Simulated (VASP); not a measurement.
CaSe, 2 atoms in the cell. It takes space group Fm-3m (No. 225, cubic). The conventional cell has a = 6.009 Å, b = 6.009 Å, c = 6.009 Å, α = 90.00°, β = 90.00°, γ = 90.00°. Ca (site symmetry m-3m) has 6 Se at 3.00 Å within 4.0 Å. Se (site symmetry m-3m) has 6 Ca at 3.00 Å within 4.0 Å.  This cell differs from its parent crystal: volume scaled by 1.05.

| Property | Result |
| --- | --- |
| Program | VASP 6.6.1 |
| Task | single point |
| Functional | PBE |
| Potentials or basis | VASP PAW PBE potentials, release 64 (Ca_sv, Se) |
| Cutoff | 520 eV |
| k mesh | 7 × 7 × 7 |
| Occupations | fermi-dirac, width 0.01 eV |
| Spin | no spin polarisation |
| Dipole correction | no |
| Further INCAR settings | ALGO = Normal; EDIFF = 1e-06; NBANDS = 15 |

Potentials or basis: VASP PAW PBE potentials, release 64 (Ca_sv, Se).

The run is started by

```sh
$ cat potpaw_PBE.64/Ca_sv/POTCAR potpaw_PBE.64/Se/POTCAR > POTCAR
$ mpirun -np 1 vasp_std > vasp.out
```

Hardware: 1 thread of Intel(R) Xeon(R) Platinum 8375C CPU @ 2.90GHz (Ice Lake), on a shared host.

Question: Estimate the wall time of this run.

Answer: It took 11 s on 1 thread of Intel(R) Xeon(R) Platinum 8375C CPU @ 2.90GHz (Ice Lake), with other jobs on the host, peak memory 0.18 GiB. Counts: scf iterations 13, k points 20.
